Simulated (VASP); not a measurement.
Input of a VASP 6.6.1 run:

File POSCAR:

```
Sb
1.0
    4.5576856421      0.0000000000      0.0000000000
    0.0000000000      4.4503796612      0.0000000000
   -1.3292644138      0.0000000000      6.4064972283
Sb
4
Direct
    0.3399300000      0.2500000000      0.6836700000
    0.9366380000      0.7500000000      0.7627580000
    0.0633620000      0.2500000000      0.2372420000
    0.6600700000      0.7500000000      0.3163300000
```

INCAR.step1

```
SYSTEM = Sb
ALGO = Normal
EDIFF = 1E-4
ENCUT = 520
GGA = PE
ISMEAR = -1
LASPH = .True.
LCHARG = .False.
LREAL = .False.
LWAVE = .True.
NBANDS = 18
NELM = 80
PREC = Accurate
SIGMA = 0.05
```

The input INCAR.step2:

```
SYSTEM = Sb
ALGO = Normal
EDIFF = 1E-7
ENCUT = 520
ISIF = 2
ISMEAR = -1
ISTART = 1
LASPH = .True.
LCHARG = .False.
LMIXTAU = .True.
LREAL = .False.
LWAVE = .False.
METAGGA = R2SCAN
NBANDS = 18
NELM = 80
PREC = Accurate
SIGMA = 0.05
```

Contents of KPOINTS:

```
k-points
0
Gamma
  6 6 4
  0 0 0
```

Potentials or basis: VASP PAW PBE potentials, release 64 (Sb).

Launch:

```sh
$ cat potpaw_PBE.64/Sb/POTCAR > POTCAR
$ cp INCAR.step1 INCAR
$ mpirun -np 1 vasp_std > vasp.out
$ cp INCAR.step2 INCAR
$ mpirun -np 1 vasp_std > vasp.out
```

Q: Predict the pressure.

A: -1.6 GPa.

Q: What does it give for the largest force?

A: 0.418 eV/Å.

Forces in eV/Å, atoms in the order of the input:
```
Sb  -0.335  0.000 -0.013
Sb   0.271  0.000 -0.319
Sb  -0.271  0.000  0.319
Sb   0.335  0.000  0.013
```

Caveat: the PAW data sets were made with another functional, which shifts forces and pressure a little.
